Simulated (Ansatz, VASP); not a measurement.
## Pt in VASP and in Ansatz

The input INCAR:

```
PREC = Accurate ; ENCUT = 520
EDIFF = 1E-6 ; ISMEAR = 0
SIGMA = 0.15 ; LREAL = False
LASPH = True ; NELM = 80
ALGO = Normal ; ISIF = 2
LWAVE = False ; LCHARG = False
GGA = PS ; NBANDS = 11
```

KPOINTS

```
Automatic mesh
0
Gamma
  20 20 20
```

File POSCAR:

```
Pt
1.0
    0.0000000000      1.8600050000      1.9089525000
    1.8600050000      0.0000000000      1.9089525000
    1.8600050000      1.8600050000      0.0000000000
Pt
1
Direct
    0.0000000000      0.0000000000      0.0000000000
```

Input for Ansatz:

```yaml
crystal:
  lattice:
    - [0.0, 1.860005, 1.9089525]
    - [1.860005, 0.0, 1.9089525]
    - [1.860005, 1.860005, 0.0]
  atoms:
    - { symbol: Pt, position: [0.0, 0.0, 0.0] }
basis:
  ecutwfc: 420
kpoints:
  mp_grid: { grid: [20, 20, 20] }
hamiltonian:
  xc: pbesol
scf:
  occupations: { method: gaussian, width: 0.15 }
output:
  forces: true
  stress: true
  eigenvalues: true
  write_density: true
  write_potential: true
  elf: true
  volumetric_format: npy
```

Change from the starting cell: strain -0.050 along x and y, -0.025 along z, atoms carried along.

Alike in both runs: task single point; functional PBEsol; k mesh 20 × 20 × 20; occupations gaussian, width 0.15 eV; no spin polarisation.

|  | VASP | Ansatz |
| --- | --- | --- |
| version | VASP 6.6.1 | Ansatz 0.2.0 |
| potentials or method | VASP PAW PBE potentials, release 64 (Pt), cutoff 520 eV | scalar-relativistic, plane waves, PAW |
| valence electrons in the cell | 10 | 18 |

Ansatz gave:

- gap on the k mesh at the Fermi level (eV): none
- pressure (GPa): 52.8
- traceless stress, the component that is largest in VASP (GPa): -3.39

Question: Which values does VASP return?

Answer: gap on the k mesh at the Fermi level (eV): none; pressure (GPa): 52.5; traceless stress, the component that is largest in VASP (GPa): -3.39.

VASP's potentials were made for PBE, not for PBEsol. A gap of «none» marks a metal or a gap that the smearing closes. Both programs put the cell under a high pressure, so it lies far from rest at this level. With one functional, cell and mesh, what is left measures potentials, basis and numerics. VASP's potentials hold 10 valence electrons a cell and Ansatz's 18, so a difference there can come from the potentials and not from the codes.

Spin-orbit coupling is off throughout.
